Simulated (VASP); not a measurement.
# Nb (Fd-3m) in VASP: further runs

Runs on Nb. Level: PBE. Tasks: single point.

Everything below comes from runs of VASP 6.6.1. Logs are shortened: lines on timing, memory, paths and dates and some standing lists are left out, and cuts for length are marked.

## 1. The cell of the first run

Symmetry: Fd-3m, No. 227, cubic system. The conventional cell has a = 5.205 Å, b = 5.205 Å, c = 5.205 Å, α = 90.00°, β = 90.00°, γ = 90.00°. Within 3.0 Å of Nb (site symmetry -43m) lie 4 Nb at 2.25 Å.

## 2. Single point, PBE

File INCAR:

```
SYSTEM = Nb
PREC = Accurate
ENCUT = 520
EDIFF = 1E-7
ISMEAR = -1
SIGMA = 0.05
LREAL = .False.
LASPH = .True.
NELM = 100
ALGO = Normal
ISIF = 2
LWAVE = .False.
LCHARG = .True.
GGA = PE
LELF = .True.
LVHAR = .True.
NBANDS = 20
```

File KPOINTS:

```
Automatic mesh
0
Gamma
  13 13 13
  0 0 0
```

File POSCAR:

```
Nb
1.0
    0.0000000000      2.6022887740      2.6022887740
    2.6022887740      0.0000000000      2.6022887740
    2.6022887740      2.6022887740      0.0000000000
Nb
2
Direct
   -0.1250000000     -0.1250000000     -0.1250000000
    0.1250000000      0.1250000000      0.1250000000
```

Potentials or basis: VASP PAW PBE potentials, release 64 (Nb_sv).

On the command line:

```
$ cat potpaw_PBE.64/Nb_sv/POTCAR > POTCAR
$ mpirun -np 1 vasp_std > vasp.out
```

OUTCAR:

```text
SYSTEM = Nb
   PREC = Accurate
   ENCUT = 520
   EDIFF = 1E-7
   ISMEAR = -1
   LREAL = .False.
   LASPH = .True.
   NELM = 100
   ISIF = 2
   GGA = PE

 ion  position               nearest neighbor table
   1  0.875  0.875  0.875-   2 2.25   2 2.25   2 2.25   2 2.25
   2  0.125  0.125  0.125-   1 2.25   1 2.25   1 2.25   1 2.25

  LATTYP: Found a face centered cubic cell.
 ALAT       =     5.2045775480

  Lattice vectors:

 A1 = (   0.0000000000,   2.6022887740,   2.6022887740)
 A2 = (   2.6022887740,   0.0000000000,   2.6022887740)
 A3 = (   2.6022887740,   2.6022887740,   0.0000000000)

Analysis of symmetry for initial positions (statically):
=====================================================================
 Subroutine PRICEL returns:
 Original cell was already a primitive cell.

 Routine SETGRP: Setting up the symmetry group for a
 face centered cubic supercell.

 Subroutine GETGRP returns: Found 48 space group operations
 (whereof 12 operations were pure point group operations)
 out of a pool of 48 trial point group operations.

The static configuration has the point symmetry D_3d.
 The point group associated with its full space group is O_h .

Analysis of symmetry for dynamics (positions and initial velocities):
=====================================================================
 Subroutine PRICEL returns:
 Original cell was already a primitive cell.

 Routine SETGRP: Setting up the symmetry group for a
 face centered cubic supercell.

 Subroutine GETGRP returns: Found 48 space group operations
 (whereof 12 operations were pure point group operations)
 out of a pool of 48 trial point group operations.

The dynamic configuration has the point symmetry D_3d.
 The point group associated with its full space group is O_h .

 Subroutine INISYM returns: Found 48 space group operations
 (whereof 12 operations are pure point group operations),
 and found     1 'primitive' translations

----------------------------------------------------------------------------------------

                                     Primitive cell

  volume of cell :      35.2449

  direct lattice vectors                    reciprocal lattice vectors
     0.000000000  2.602288774  2.602288774    -0.192138553  0.192138553  0.192138553
     2.602288774  0.000000000  2.602288774     0.192138553 -0.192138553  0.192138553
     2.602288774  2.602288774  0.000000000     0.192138553  0.192138553 -0.192138553

  length of vectors
     3.680192077  3.680192077  3.680192077     0.332793736  0.332793736  0.332793736

  position of ions in fractional coordinates (direct lattice)
     0.875000000  0.875000000  0.875000000
     0.125000000  0.125000000  0.125000000

  ion indices of the primitive-cell ions
   primitive index   ion index
                 1           1
                 2           2

----------------------------------------------------------------------------------------

 KPOINTS: Automatic mesh

Automatic generation of k-mesh.
 Grid dimensions read from file:
 generate k-points for:   13   13   13

 Generating k-lattice:

  Cartesian coordinates                     Fractional coordinates (reciprocal lattice)
    -0.014779889  0.014779889  0.014779889     0.076923077  0.000000000  0.000000000
     0.014779889 -0.014779889  0.014779889     0.000000000  0.076923077  0.000000000
     0.014779889  0.014779889 -0.014779889     0.000000000  0.000000000  0.076923077

  Length of vectors
     0.025599518  0.025599518  0.025599518

  Shift w.r.t. Gamma in fractional coordinates (k-lattice)
     0.000000000  0.000000000  0.000000000

 Subroutine IBZKPT returns following result:
 ===========================================

 Found     84 irreducible k-points:

 Following reciprocal coordinates:
            Coordinates               Weight
  0.000000  0.000000  0.000000      1.000000
  0.076923  0.000000  0.000000      8.000000
  0.153846  0.000000  0.000000      8.000000
  0.230769  0.000000  0.000000      8.000000
  0.307692  0.000000  0.000000      8.000000
  0.384615  0.000000  0.000000      8.000000
[... 16 lines left out ...]
  0.384615  0.153846  0.000000     24.000000
  0.461538  0.153846  0.000000     24.000000
 [... further k-points ...]
   k-points           NKPTS =     84   k-points in BZ     NKDIM =     84   number of bands    NBANDS=     20
   number of dos      NEDOS =    301   number of ions     NIONS =      2
   total plane-waves  NPLWV =  21952
   dimension x,y,z NGX =    28 NGY =   28 NGZ =   28
   dimension x,y,z NGXF=    56 NGYF=   56 NGZF=   56
   ions per type =               2
   NGX,Y,Z   is equivalent  to a cutoff of  12.65, 12.65, 12.65 a.u.
   NGXF,Y,Z  is equivalent  to a cutoff of  25.30, 25.30, 25.30 a.u.
 SYSTEM =  Nb
   PREC   = accura    normal or accurate (medium, high low for compatibility)
   ISTART =      0    job   : 0-new  1-cont  2-samecut
   ICHARG =      2    charge: 1-file 2-atom 10-const
   ISPIN  =      1    spin polarized calculation?
   LNONCOLLINEAR =      F non collinear calculations
   LSORBIT =      F    spin-orbit coupling
   LASPH  =      T    aspherical Exc in radial PAW
   ENCUT  =  520.0 eV  38.22 Ry    6.18 a.u.   6.84  6.84  6.84*2*pi/ulx,y,z
   NELM   =    100;   NELMIN=  2; NELMDL= -5     # of ELM steps
   EDIFF  = 0.1E-06   stopping-criterion for ELM
   LREAL  =      F    real-space projection
   EDIFFG = 0.1E-05   stopping-criterion for IOM
   NSW    =      0    number of steps for IOM
   IBRION =     -1    ionic relax: 0-MD 1-quasi-New 2-CG
   NFREE  =      0    steps in history (QN), initial steepest desc. (CG)
   ISIF   =      2    stress and relaxation
   ISYM   =      2    0-nonsym 1-usesym 2-fastsym
   POTIM  = 0.5000    time-step for ionic-motion
   TEBEG  =    0.0;   TEEND  =   0.0 temperature during run
   PSTRESS=    0.0 pullay stress
   NELECT =      26.0000    total number of electrons
   NUPDOWN=      -1.0000    fix difference up-down
   EMIN   =  10.00;   EMAX   =-10.00  energy-range for DOS
   EFERMI =   0.00;   METHOD = LEGACY
   ISMEAR =    -1;   SIGMA  =   0.05  broadening in eV -4-tet -1-fermi 0-gaus
   EFERMI_NEDOS =   21; number of points for ismear=-14 and -15
   IALGO  =     38    algorithm
   IMIX   =      4    mixing-type and parameters
     AMIX     =   0.40;   BMIX     =  1.00
     AMIX_MAG =   1.60;   BMIX_MAG =  1.00
  volume/ion in A,a.u.               =      17.62       118.92
  Fermi-wavevector in a.u.,A,eV,Ry     =   1.479223  2.795327 29.770937  2.188102
  Thomas-Fermi vector in A             =   2.593408
   LORBIT       =      0    0 simple, 1 ext, 2 COOP (PROOUT), +10 PAW based schemes
   GGA     = PE    functional components
   LHFCALC =     F    Hartree Fock is set to
   AEXX    =    0.0000 exact exchange contribution
   IVDW    =     0    specifies the selected vdW correction
   LEPSILON=     F    determine dielectric tensor
   LRPA    =     F    only Hartree local field effects (RPA)
 non-spin polarized calculation
  energy-cutoff  :      520.00
  volume of cell :       35.24
 maximum number of plane-waves:       962
   NGX = 13   NGY = 13   NGZ = 13

 number of electron      26.0000000 magnetization

 Free energy of the ion-electron system (eV)
  ---------------------------------------------------
  ext. energy  EPLUGINS =         0.00000000
  ---------------------------------------------------
  free energy    TOTEN  =       -13.31550997 eV

  energy without entropy =      -13.29637745  energy(sigma->0) =      -13.30594371

 E-fermi :  11.5870     XC(G=0): -12.1816

 val. band max:       11.5807581785   @ k =  -0.3846   0.3077   0.1538
 cond. band min:      11.6011290713   @ k =  -0.1538   0.0769   0.0000
 fundamental gap:      0.0203708928
 Fermi energy:        11.5869716389

 k-point     1 :       0.0000    0.0000    0.0000
  band No.  band energies     occupation
      1     -43.7669      2.00000
      2     -41.5208      2.00000
      3     -20.3625      2.00000
      4     -20.3625      2.00000
      5     -20.3625      2.00000
      6     -17.7696      2.00000
[... 12 lines left out ...]
     19      19.1858      0.00000
     20      23.0578      0.00000

 k-point     2 :       0.0769    0.0000    0.0000
  band No.  band energies     occupation
      1     -43.7450      2.00000
      2     -41.5484      2.00000
      3     -20.3853      2.00000
      4     -20.3853      2.00000
      5     -20.3635      2.00000
      6     -17.7586      2.00000
[... 12 lines left out ...]
     19      19.1491      0.00000
     20      22.6340      0.00000

 k-point     3 :       0.1538    0.0000    0.0000
  band No.  band energies     occupation
      1     -43.6812      2.00000
      2     -41.6276      2.00000
      3     -20.4459      2.00000
      4     -20.4459      2.00000
      5     -20.3680      2.00000
      6     -17.7256      2.00000
[... 12 lines left out ...]
     19      19.0394      0.00000
     20      22.3520      0.00000

 k-point     4 :       0.2308    0.0000    0.0000
  band No.  band energies     occupation
      1     -43.5822      2.00000
      2     -41.7482      2.00000
      3     -20.5262      2.00000
      4     -20.5262      2.00000
      5     -20.3785      2.00000
      6     -17.6728      2.00000
[... 12 lines left out ...]
     19      18.8514      0.00000
     20      22.3813      0.00000

 k-point     5 :       0.3077    0.0000    0.0000
  band No.  band energies     occupation
      1     -43.4609      2.00000
      2     -41.8923      2.00000
      3     -20.6057      2.00000
      4     -20.6057      2.00000
      5     -20.3945      2.00000
      6     -17.6090      2.00000
[... 12 lines left out ...]
     19      18.5715      0.00000
     20      22.3553      0.00000
[... 353 lines left out ...]
      6     -17.9742      2.00000
[... 12 lines left out ...]
     19      19.5406      0.00000
     20      21.9520      0.00000

 k-point    22 :       0.3077    0.1538    0.0000
  band No.  band energies     occupation
      1     -43.4666      2.00000
      2     -41.8856      2.00000
      3     -20.7362      2.00000
      4     -20.7057      2.00000
      5     -20.0636      2.00000
      6     -17.9931      2.00000
[... 12 lines left out ...]
     19      19.3404      0.00000
     20      22.4111      0.00000

 k-point    23 :       0.3846    0.1538    0.0000
  band No.  band energies     occupation
      1     -43.3419      2.00000
      2     -42.0300      2.00000
      3     -20.8397      2.00000
      4     -20.7626      2.00000
      5     -20.0230      2.00000
      6     -17.9863      2.00000
[... 12 lines left out ...]
     19      18.9273      0.00000
     20      21.3053      0.00000

 k-point    24 :       0.4615    0.1538    0.0000
  band No.  band energies     occupation
      1     -43.2279      2.00000
      2     -42.1585      2.00000
      3     -20.9240      2.00000
      4     -20.7889      2.00000
      5     -20.0030      2.00000
      6     -17.9633      2.00000
[... 12 lines left out ...]
     19      18.2938      0.00000
     20      19.4122      0.00000

 [... further k-points ...]
[... 5 lines left out ...]
  --------------------------------------------------------------------------------------
  -------------------------------------------------------------------------------------
  Total       12.1456753     12.1456753     12.1456753      0.0000000      0.0000000      0.0000000
  in kB      552.1229344    552.1229344    552.1229344      0.0000000      0.0000000      0.0000000
  external PRESSURE =     552.1229344 kB  Pullay stress =       0.0000000 kB

 VOLUME and BASIS-vectors are now :
 -----------------------------------------------------------------------------
  energy-cutoff  :      520.00
  volume of cell :       35.24
      direct lattice vectors                 reciprocal lattice vectors
     0.000000000  2.602288774  2.602288774    -0.192138553  0.192138553  0.192138553
     2.602288774  0.000000000  2.602288774     0.192138553 -0.192138553  0.192138553
     2.602288774  2.602288774  0.000000000     0.192138553  0.192138553 -0.192138553

 POSITION                                       TOTAL-FORCE (eV/Angst)
 -----------------------------------------------------------------------------------
      4.55401      4.55401      4.55401        -0.000000     -0.000000     -0.000000
      0.65057      0.65057      0.65057         0.000000      0.000000      0.000000
 -----------------------------------------------------------------------------------
    total drift:                                0.000000     -0.000000     -0.000000

  FREE ENERGIE OF THE ION-ELECTRON SYSTEM (eV)
  ---------------------------------------------------
  free  energy   TOTEN  =       -13.3155099697 eV

  energy  without entropy=      -13.2963774520  energy(sigma->0) =      -13.30594371
```

Wall time 29 s (1 thread of Intel Xeon 6975P-C (Granite Rapids), shared host); peak memory 0.19 GiB.

Results:

- Free energy: -13.3155 eV
- Pressure: 55.2 GPa
- Band gap on the k mesh: zero (band 13 reaches 12.55 eV, above the bottom of band 14 at 9.98 eV)

## 3. Single point, PBE

File INCAR:

```
SYSTEM = Nb
ALGO = Normal
EDIFF = 1E-6
ENCUT = 520
GGA = PE
ISIF = 2
ISMEAR = -1
LASPH = .True.
LCHARG = .False.
LREAL = .False.
LWAVE = .False.
NBANDS = 20
NELM = 100
PREC = Accurate
SIGMA = 0.05
```

File KPOINTS:

```
k-points
0
Gamma
  13 13 13
  0 0 0
```

File POSCAR:

```
Nb
1.0
    0.0000000000      2.6025762901      2.6025762901
    2.6025762901      0.0000000000      2.6025762901
    2.6025762901      2.6025762901      0.0000000000
Nb
2
Direct
   -0.1250000000     -0.1250000000     -0.1250000000
    0.1250000000      0.1250000000      0.1250000000
```

Potentials or basis: VASP PAW PBE potentials, release 64 (Nb_sv).

On the command line:

```
$ cat potpaw_PBE.64/Nb_sv/POTCAR > POTCAR
$ mpirun -np 1 vasp_std > vasp.out
```

OUTCAR:

```text
SYSTEM = Nb
   EDIFF = 1E-6
   ENCUT = 520
   GGA = PE
   ISIF = 2
   ISMEAR = -1
   LASPH = .True.
   LREAL = .False.
   NELM = 100
   PREC = Accurate

 ion  position               nearest neighbor table
   1  0.875  0.875  0.875-   2 2.25   2 2.25   2 2.25   2 2.25
   2  0.125  0.125  0.125-   1 2.25   1 2.25   1 2.25   1 2.25

  LATTYP: Found a face centered cubic cell.
 ALAT       =     5.2051525802

  Lattice vectors:

 A1 = (   0.0000000000,   2.6025762901,   2.6025762901)
 A2 = (   2.6025762901,   0.0000000000,   2.6025762901)
 A3 = (   2.6025762901,   2.6025762901,   0.0000000000)

Analysis of symmetry for initial positions (statically):
=====================================================================
 Subroutine PRICEL returns:
 Original cell was already a primitive cell.

 Routine SETGRP: Setting up the symmetry group for a
 face centered cubic supercell.

 Subroutine GETGRP returns: Found 48 space group operations
 (whereof 12 operations were pure point group operations)
 out of a pool of 48 trial point group operations.

The static configuration has the point symmetry D_3d.
 The point group associated with its full space group is O_h .

[... 156 lines left out ...]
  free energy    TOTEN  =       -13.31956423 eV

  energy without entropy =      -13.30041373  energy(sigma->0) =      -13.30998898

 E-fermi :  11.5818     XC(G=0): -12.1798

 val. band max:       11.5750005337   @ k =  -0.3846   0.3077   0.1538
 cond. band min:      11.5960478083   @ k =  -0.1538   0.0769   0.0000
 fundamental gap:      0.0210472746
 Fermi energy:        11.5817781862

 k-point     1 :       0.0000    0.0000    0.0000
  band No.  band energies     occupation
      1     -43.7706      2.00000
      2     -41.5266      2.00000
      3     -20.3661      2.00000
      4     -20.3661      2.00000
      5     -20.3661      2.00000
      6     -17.7749      2.00000
[... 541 lines left out ...]
     19      18.2869      0.00000
     20      19.4049      0.00000

 [... further k-points ...]

------------------------ aborting loop because EDIFF is reached ----------------------------------------

  FORCE on cell =-STRESS in cart. coord.  units (eV):
  Direction    XX          YY          ZZ          XY          YZ          ZX
  --------------------------------------------------------------------------------------
  -------------------------------------------------------------------------------------
  Total       12.1316978     12.1316978     12.1316978      0.0000000      0.0000000      0.0000000
  in kB      551.3047859    551.3047859    551.3047859      0.0000000      0.0000000      0.0000000
  external PRESSURE =     551.3047859 kB  Pullay stress =       0.0000000 kB

 VOLUME and BASIS-vectors are now :
 -----------------------------------------------------------------------------
  energy-cutoff  :      520.00
  volume of cell :       35.26
      direct lattice vectors                 reciprocal lattice vectors
     0.000000000  2.602576290  2.602576290    -0.192117327  0.192117327  0.192117327
     2.602576290  0.000000000  2.602576290     0.192117327 -0.192117327  0.192117327
     2.602576290  2.602576290  0.000000000     0.192117327  0.192117327 -0.192117327

 POSITION                                       TOTAL-FORCE (eV/Angst)
 -----------------------------------------------------------------------------------
      4.55451      4.55451      4.55451         0.000000     -0.000000     -0.000000
      0.65064      0.65064      0.65064        -0.000000      0.000000      0.000000
 -----------------------------------------------------------------------------------
    total drift:                                0.000000     -0.000000     -0.000000

  FREE ENERGIE OF THE ION-ELECTRON SYSTEM (eV)
  ---------------------------------------------------
  free  energy   TOTEN  =       -13.3195642295 eV

  energy  without entropy=      -13.3004137266  energy(sigma->0) =      -13.30998898
```

It took 25 s on 1 thread of Intel Xeon 6975P-C (Granite Rapids), shared host; peak memory 0.18 GiB.

Results:

- Free energy: -13.3196 eV
- Pressure: 55.1 GPa
- Band gap on the k mesh: zero (band 13 reaches 12.54 eV, above the bottom of band 14 at 9.97 eV)
